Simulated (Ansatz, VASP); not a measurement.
**One calculation of BAs, two programs**

Contents of INCAR:

```
PREC = Accurate
ENCUT = 520
EDIFF = 1E-6
ISMEAR = 0
SIGMA = 0.05
LREAL = False
LASPH = True
NELM = 80
ALGO = Normal
ISIF = 2
LWAVE = False
LCHARG = False
GGA = PE
NBANDS = 11
```

File KPOINTS:

```
Automatic mesh
0
Gamma
  12 12 12
```

The input POSCAR:

```
BAs
1.0
    0.0000000000      2.1421946587      3.0290632474
    2.1421946587      0.0000000000      3.0290632474
    2.1421946587      2.1421946587      0.0000000000
B As
1 1
Direct
    0.0000000000      0.0000000000      0.0000000000
    0.7500000000      0.7500000000      0.7500000000
```

Input for Ansatz:

```yaml
crystal:
  lattice:
    - [0.0, 2.1421946587, 3.0290632474]
    - [2.1421946587, 0.0, 3.0290632474]
    - [2.1421946587, 2.1421946587, 0.0]
  atoms:
    - { symbol: B, position: [0.0, 0.0, 0.0] }
    - { symbol: As, position: [0.75, 0.75, 0.75] }
basis:
  ecutwfc: 420
kpoints:
  mp_grid: { grid: [12, 12, 12] }
hamiltonian:
  xc: pbe
scf:
  occupations: { method: gaussian, width: 0.05 }
output:
  forces: true
  stress: true
  eigenvalues: true
  write_density: true
  write_potential: true
  elf: true
  volumetric_format: npy
```

Alike in both runs: task single point; functional PBE; k mesh 12 × 12 × 12; occupations gaussian, width 0.05 eV; no spin polarisation.

```csv
,VASP,Ansatz
version,VASP 6.6.1,Ansatz 0.2.0
potentials or method,"VASP PAW PBE potentials, release 64 (B, As), cutoff 520 eV","scalar-relativistic, plane waves, PAW"
valence electrons in the cell,8,18
```

```csv
,VASP,Ansatz,Ansatz less VASP
gap on the k mesh at the Fermi level (eV),none,none,-
pressure (GPa),2.2,1.7,-0.47
"traceless stress, the component that is largest in VASP (GPa)",-47.25,-47.46,-0.219
```

A gap of «none» marks a metal or a gap that the smearing closes. With one functional, cell and mesh, what is left measures potentials, basis and numerics. VASP's potentials hold 8 valence electrons a cell and Ansatz's 18, so a difference there can come from the potentials and not from the codes.
